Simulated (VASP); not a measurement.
# CaO (P6_3/mmc) in VASP: notebook

Runs on CaO. Level: PBE. Tasks: single point.

All numbers are computed with VASP 6.6.1; they aren't measurements. Logs are shortened: lines on timing, memory, paths and dates and some standing lists are left out, and cuts for length are marked.

**1. The cell of the first run**

It takes space group P6_3/mmc (No. 194, hexagonal). The conventional cell has a = 4.131 Å, b = 4.131 Å, c = 4.397 Å, α = 90.00°, β = 90.00°, γ = 120.00°. Ca (site symmetry -6m2) has 5 O at 2.20 to 2.39 Å within 2.9 Å. Within 2.9 Å of O (site symmetry -6m2) lie 5 Ca at 2.20 to 2.39 Å.

**2. Single point, PBE (16.25 Å³/atom)**

Contents of INCAR:

```
SYSTEM = CaO
PREC     = Accurate       ! precision mode
ENCUT    = 520            ! plane-wave cutoff, eV
EDIFF    = 1E-6           ! SCF threshold, eV
ISMEAR   = 0              ! smearing method
SIGMA    = 0.05           ! smearing width, eV
LREAL    = .FALSE.        ! projectors in reciprocal space
LASPH    = .TRUE.         ! aspherical terms in the spheres
NELM     = 100            ! most SCF steps
ALGO     = Normal         ! electronic algorithm
ISIF     = 2              ! what is computed and relaxed
LWAVE    = .FALSE.        ! write WAVECAR
LCHARG   = .TRUE.         ! write CHGCAR
GGA      = PE             ! functional
LELF     = .TRUE.         ! ELF
LVHAR    = .TRUE.       
NBANDS   = 24             ! bands
```

Contents of KPOINTS:

```
regular mesh
0
G
  9 9 6
  0 0 0
```

Contents of POSCAR:

```
CaO
1.0
    4.1314452814      0.0000000000      0.0000000000
   -2.0657226407      3.5779365680      0.0000000000
    0.0000000000      0.0000000000      4.3966840684
Ca O
2 2
Direct
    0.3333333333      0.6666666667      0.7500000000
    0.6666666667      0.3333333333      0.2500000000
    0.3333333333      0.6666666667      0.2500000000
    0.6666666667      0.3333333333      0.7500000000
```

Potentials or basis: VASP PAW PBE potentials, release 64 (Ca_sv, O).

Launch:

```sh
> cat potpaw_PBE.64/Ca_sv/POTCAR potpaw_PBE.64/O/POTCAR > POTCAR
> mpirun -np 1 vasp_std > vasp.out
```

OUTCAR:

```text
SYSTEM = CaO
   PREC = Accurate
   ENCUT = 520
   EDIFF = 1E-6
   ISMEAR = 0
   LREAL = .FALSE.
   LASPH = .TRUE.
   NELM = 100
   ISIF = 2
   GGA = PE

 ion  position               nearest neighbor table
   1  0.333  0.667  0.750-   3 2.20   3 2.20   4 2.39   4 2.39   4 2.39
   2  0.667  0.333  0.250-   4 2.20   4 2.20   3 2.39   3 2.39   3 2.39
   3  0.333  0.667  0.250-   1 2.20   1 2.20   2 2.39   2 2.39   2 2.39
   4  0.667  0.333  0.750-   2 2.20   2 2.20   1 2.39   1 2.39   1 2.39

  LATTYP: Found a hexagonal cell.
 ALAT       =     4.1314452814
 C/A-ratio  =     1.0642000000

  Lattice vectors:

 A1 = (   4.1314452814,   0.0000000000,   0.0000000000)
 A2 = (  -2.0657226407,   3.5779365680,   0.0000000000)
 A3 = (   0.0000000000,   0.0000000000,   4.3966840684)

Analysis of symmetry for initial positions (statically):
=====================================================================
 Subroutine PRICEL returns:
 Original cell was already a primitive cell.

 Routine SETGRP: Setting up the symmetry group for a
 hexagonal supercell.

 Subroutine GETGRP returns: Found 24 space group operations
 (whereof 12 operations were pure point group operations)
 out of a pool of 24 trial point group operations.

The static configuration has the point symmetry D_3d.
 The point group associated with its full space group is D_6h.

Analysis of symmetry for dynamics (positions and initial velocities):
=====================================================================
 Subroutine PRICEL returns:
 Original cell was already a primitive cell.

 Routine SETGRP: Setting up the symmetry group for a
 hexagonal supercell.

 Subroutine GETGRP returns: Found 24 space group operations
 (whereof 12 operations were pure point group operations)
 out of a pool of 24 trial point group operations.

The dynamic configuration has the point symmetry D_3d.
 The point group associated with its full space group is D_6h.

 Subroutine INISYM returns: Found 24 space group operations
 (whereof 12 operations are pure point group operations),
 and found     1 'primitive' translations

----------------------------------------------------------------------------------------

                                     Primitive cell

  volume of cell :      64.9920

  direct lattice vectors                    reciprocal lattice vectors
     4.131445281  0.000000000  0.000000000     0.242046047  0.139745351  0.000000000
    -2.065722641  3.577936568  0.000000000     0.000000000  0.279490701  0.000000000
     0.000000000  0.000000000  4.396684068     0.000000000  0.000000000  0.227444134

  length of vectors
     4.131445281  4.131445281  4.396684068     0.279490701  0.279490701  0.227444134

  position of ions in fractional coordinates (direct lattice)
     0.333333333  0.666666667  0.750000000
     0.666666667  0.333333333  0.250000000
     0.333333333  0.666666667  0.250000000
     0.666666667  0.333333333  0.750000000

  ion indices of the primitive-cell ions
   primitive index   ion index
                 1           1
                 2           2
                 3           3
                 4           4

----------------------------------------------------------------------------------------

 KPOINTS: regular mesh

Automatic generation of k-mesh.
 Grid dimensions read from file:
 generate k-points for:    9    9    6

 Generating k-lattice:

  Cartesian coordinates                     Fractional coordinates (reciprocal lattice)
     0.026894005  0.015527261  0.000000000     0.111111111  0.000000000  0.000000000
     0.000000000  0.031054522  0.000000000     0.000000000  0.111111111  0.000000000
     0.000000000  0.000000000  0.037907356     0.000000000  0.000000000  0.166666667

  Length of vectors
     0.031054522  0.031054522  0.037907356

  Shift w.r.t. Gamma in fractional coordinates (k-lattice)
     0.000000000  0.000000000  0.000000000

 Subroutine IBZKPT returns following result:
 ===========================================

 Found     48 irreducible k-points:

 Following reciprocal coordinates:
            Coordinates               Weight
  0.000000  0.000000  0.000000      1.000000
  0.111111  0.000000  0.000000      6.000000
  0.222222  0.000000  0.000000      6.000000
  0.333333  0.000000  0.000000      6.000000
  0.444444  0.000000  0.000000      6.000000
  0.111111  0.111111  0.000000      6.000000
[... 16 lines left out ...]
  0.333333  0.222222  0.166667     24.000000
  0.333333  0.333333  0.166667      4.000000
 [... further k-points ...]
   k-points           NKPTS =     48   k-points in BZ     NKDIM =     48   number of bands    NBANDS=     24
   number of dos      NEDOS =    301   number of ions     NIONS =      4
   total plane-waves  NPLWV =  36864
   dimension x,y,z NGX =    32 NGY =   32 NGZ =   36
   dimension x,y,z NGXF=    64 NGYF=   64 NGZF=   72
   ions per type =               2   2
   NGX,Y,Z   is equivalent  to a cutoff of  12.88, 12.88, 13.61 a.u.
   NGXF,Y,Z  is equivalent  to a cutoff of  25.75, 25.75, 27.22 a.u.
 SYSTEM =  CaO
   PREC   = accura    normal or accurate (medium, high low for compatibility)
   ISTART =      0    job   : 0-new  1-cont  2-samecut
   ICHARG =      2    charge: 1-file 2-atom 10-const
   ISPIN  =      1    spin polarized calculation?
   LNONCOLLINEAR =      F non collinear calculations
   LSORBIT =      F    spin-orbit coupling
   LASPH  =      T    aspherical Exc in radial PAW
   ENCUT  =  520.0 eV  38.22 Ry    6.18 a.u.   7.68  7.68  8.17*2*pi/ulx,y,z
   NELM   =    100;   NELMIN=  2; NELMDL= -5     # of ELM steps
   EDIFF  = 0.1E-05   stopping-criterion for ELM
   LREAL  =      F    real-space projection
   EDIFFG = 0.1E-04   stopping-criterion for IOM
   NSW    =      0    number of steps for IOM
   IBRION =     -1    ionic relax: 0-MD 1-quasi-New 2-CG
   NFREE  =      0    steps in history (QN), initial steepest desc. (CG)
   ISIF   =      2    stress and relaxation
   ISYM   =      2    0-nonsym 1-usesym 2-fastsym
   POTIM  = 0.5000    time-step for ionic-motion
   TEBEG  =    0.0;   TEEND  =   0.0 temperature during run
   PSTRESS=    0.0 pullay stress
   NELECT =      32.0000    total number of electrons
   NUPDOWN=      -1.0000    fix difference up-down
   EMIN   =  10.00;   EMAX   =-10.00  energy-range for DOS
   EFERMI =   0.00;   METHOD = LEGACY
   ISMEAR =     0;   SIGMA  =   0.05  broadening in eV -4-tet -1-fermi 0-gaus
   EFERMI_NEDOS =   21; number of points for ismear=-14 and -15
   IALGO  =     38    algorithm
   IMIX   =      4    mixing-type and parameters
     AMIX     =   0.40;   BMIX     =  1.00
     AMIX_MAG =   1.60;   BMIX_MAG =  1.00
  volume/ion in A,a.u.               =      16.25       109.65
  Fermi-wavevector in a.u.,A,eV,Ry     =   1.292721  2.442889 22.737077  1.671128
  Thomas-Fermi vector in A             =   2.424411
   LORBIT       =      0    0 simple, 1 ext, 2 COOP (PROOUT), +10 PAW based schemes
   GGA     = PE    functional components
   LHFCALC =     F    Hartree Fock is set to
   AEXX    =    0.0000 exact exchange contribution
   IVDW    =     0    specifies the selected vdW correction
   LEPSILON=     F    determine dielectric tensor
   LRPA    =     F    only Hartree local field effects (RPA)
 non-spin polarized calculation
 Gauss-broadening in eV      SIGMA  =   0.05
  energy-cutoff  :      520.00
  volume of cell :       64.99
 maximum number of plane-waves:      1775
 NGX is ok and might be reduce to    32
   NGX = 15   NGY = 15   NGZ = 17

 number of electron      32.0000003 magnetization

 Free energy of the ion-electron system (eV)
  ---------------------------------------------------
  ext. energy  EPLUGINS =         0.00000000
  ---------------------------------------------------
  free energy    TOTEN  =       -24.97155165 eV

  energy without entropy =      -24.97155165  energy(sigma->0) =      -24.97155165

 E-fermi :   2.0239     XC(G=0):  -9.4068

 val. band max:        1.7197450034   @ k =   0.0000   0.0000   0.0000
 cond. band min:       4.3579795104   @ k =   0.0000   0.0000   0.0000
 fundamental gap:      2.6382345070
 Fermi energy:         2.0239369047

 k-point     1 :       0.0000    0.0000    0.0000
  band No.  band energies     occupation
      1     -36.0657      2.00000
      2     -35.8898      2.00000
      3     -17.4275      2.00000
      4     -17.2489      2.00000
      5     -17.2489      2.00000
      6     -16.9586      2.00000
[... 16 lines left out ...]
     23      10.0041      0.00000
     24      10.0041      0.00000

 k-point     2 :       0.1111    0.0000    0.0000
  band No.  band energies     occupation
      1     -36.0601      2.00000
      2     -35.8936      2.00000
      3     -17.4106      2.00000
      4     -17.2840      2.00000
      5     -17.2598      2.00000
      6     -17.0093      2.00000
[... 16 lines left out ...]
     23       9.9209      0.00000
     24      10.1593      0.00000

 k-point     3 :       0.2222    0.0000    0.0000
  band No.  band energies     occupation
      1     -36.0445      2.00000
      2     -35.9047      2.00000
      3     -17.3695      2.00000
      4     -17.3630      2.00000
      5     -17.2859      2.00000
      6     -17.1284      2.00000
[... 16 lines left out ...]
     23      10.2633      0.00000
     24      10.3655      0.00000
[... 514 lines left out ...]
 k-point    23 :       0.3333    0.2222    0.1667
  band No.  band energies     occupation
      1     -35.9859      2.00000
      2     -35.9512      2.00000
      3     -17.7014      2.00000
      4     -17.6179      2.00000
      5     -17.3532      2.00000
      6     -17.0362      2.00000
[... 16 lines left out ...]
     23       9.7829      0.00000
     24      10.5414      0.00000

 k-point    24 :       0.3333    0.3333    0.1667
  band No.  band energies     occupation
      1     -35.9680      2.00000
      2     -35.9680      2.00000
      3     -17.6703      2.00000
      4     -17.6703      2.00000
      5     -17.3726      2.00000
      6     -16.9755      2.00000
[... 16 lines left out ...]
     23       9.6611      0.00000
     24      11.0482      0.00000

 [... further k-points ...]

------------------------ aborting loop because EDIFF is reached ----------------------------------------

  FORCE on cell =-STRESS in cart. coord.  units (eV):
  Direction    XX          YY          ZZ          XY          YZ          ZX
  --------------------------------------------------------------------------------------
  -------------------------------------------------------------------------------------
  Total       -0.2709772     -0.2709772      9.3918735      0.0000000      0.0000000      0.0000000
  in kB       -6.6801061     -6.6801061    231.5276782      0.0000000      0.0000000      0.0000000
  external PRESSURE =      72.7224886 kB  Pullay stress =       0.0000000 kB

 VOLUME and BASIS-vectors are now :
 -----------------------------------------------------------------------------
  energy-cutoff  :      520.00
  volume of cell :       64.99
      direct lattice vectors                 reciprocal lattice vectors
     4.131445281  0.000000000  0.000000000     0.242046047  0.139745351  0.000000000
    -2.065722641  3.577936568  0.000000000     0.000000000  0.279490701  0.000000000
     0.000000000  0.000000000  4.396684068     0.000000000  0.000000000  0.227444134

 POSITION                                       TOTAL-FORCE (eV/Angst)
 -----------------------------------------------------------------------------------
     -0.00000      2.38529      3.29751         0.000000     -0.000000      0.000000
      2.06572      1.19265      1.09917         0.000000      0.000000      0.000000
     -0.00000      2.38529      1.09917         0.000000      0.000000     -0.000000
      2.06572      1.19265      3.29751        -0.000000      0.000000     -0.000000
 -----------------------------------------------------------------------------------
    total drift:                               -0.000000     -0.000000     -0.000000

  FREE ENERGIE OF THE ION-ELECTRON SYSTEM (eV)
  ---------------------------------------------------
  free  energy   TOTEN  =       -24.9715516498 eV

  energy  without entropy=      -24.9715516498  energy(sigma->0) =      -24.97155165
```

Wall time 56 s (1 thread of Intel Xeon Platinum 8488C (Sapphire Rapids), shared host); peak memory 0.21 GiB.

Results:

```yaml
Free_energy: -24.9716 eV
Pressure: 7.3 GPa
Band_gap_on_the_k_mesh: 2.64 eV
```

Levels at points of the mesh, in eV from the valence-band top:
| k point | band 12 | band 13 | band 14 | band 15 | band 16 | band 17 | band 18 | band 19 | band 20 | band 21 |
| --- | --- | --- | --- | --- | --- | --- | --- | --- | --- | --- |
| (0.00, 0.00, 0.00) | -1.50 | -1.40 | -1.40 | -0.82 | 0.00 | 2.64 | 5.76 | 5.76 | 7.74 | 7.74 |
| (0.00, 0.00, 0.50) | -2.04 | -1.69 | -1.69 | -1.69 | -1.69 | 4.49 | 4.49 | 7.83 | 7.83 | 7.83 |

Caveat: the cell stands under pressure; an odd mesh through Γ misses points on the zone boundary, where band edges can lie.

**3. Single point, PBE (16.25 Å³/atom)**

Contents of INCAR:

```
PREC     = Accurate       # precision mode
ENCUT    = 520            # plane-wave cutoff, eV
EDIFF    = 1E-6           # SCF threshold, eV
ISMEAR   = 0              # smearing method
SIGMA    = 0.05           # smearing width, eV
LREAL    = F              # projectors in reciprocal space
LASPH    = T              # aspherical terms in the spheres
NELM     = 80             # most SCF steps
ALGO     = Normal         # electronic algorithm
ISIF     = 2              # what is computed and relaxed
LWAVE    = F              # write WAVECAR
LCHARG   = T              # write CHGCAR
GGA      = PE             # functional
LELF     = T              # ELF
LVHAR    = T            
NBANDS   = 24             # bands
```

Contents of KPOINTS:

```
regular mesh
0
Gamma
  9 9 6
```

Contents of POSCAR:

```
CaO
1.0
    3.9158818810      0.0000000000      0.0000000000
   -1.9579409405      3.3912531872      0.0000000000
    0.0000000000      0.0000000000      4.8940691749
Ca O
2 2
Direct
    0.3333333333      0.6666666667      0.7500000000
    0.6666666667      0.3333333333      0.2500000000
    0.3333333333      0.6666666667      0.2500000000
    0.6666666667      0.3333333333      0.7500000000
```

Potentials or basis: VASP PAW PBE potentials, release 64 (Ca_sv, O).

Launch:

```sh
> cat potpaw_PBE.64/Ca_sv/POTCAR potpaw_PBE.64/O/POTCAR > POTCAR
> mpirun -np 1 vasp_std > vasp.out
```

Run time: 59 s. Hardware: 1 thread of Intel Xeon Platinum 8488C (Sapphire Rapids), shared host; peak memory 0.21 GiB.

It converged, with:

- Free energy: -25.3027 eV
- Pressure: 3.0 GPa
- Band gap on the k mesh: 3.32 eV

Stress tensor (GPa, compression positive):
```
 4.76  0.00  0.00
 0.00  4.76  0.00
 0.00  0.00 -0.46
```

Levels at points of the mesh, in eV from the valence-band top:
| k point | band 12 | band 13 | band 14 | band 15 | band 16 | band 17 | band 18 | band 19 | band 20 | band 21 |
| --- | --- | --- | --- | --- | --- | --- | --- | --- | --- | --- |
| (0.00, 0.00, 0.00) | -1.17 | -1.16 | -1.15 | -1.15 | 0.00 | 3.32 | 6.33 | 6.33 | 7.50 | 7.79 |
| (0.00, 0.00, 0.50) | -1.50 | -1.25 | -1.25 | -1.25 | -1.25 | 5.18 | 5.18 | 7.85 | 7.85 | 7.85 |

Caveat: the cell stands under pressure; an odd mesh through Γ misses points on the zone boundary, where band edges can lie.

[end of part 1 of 2]
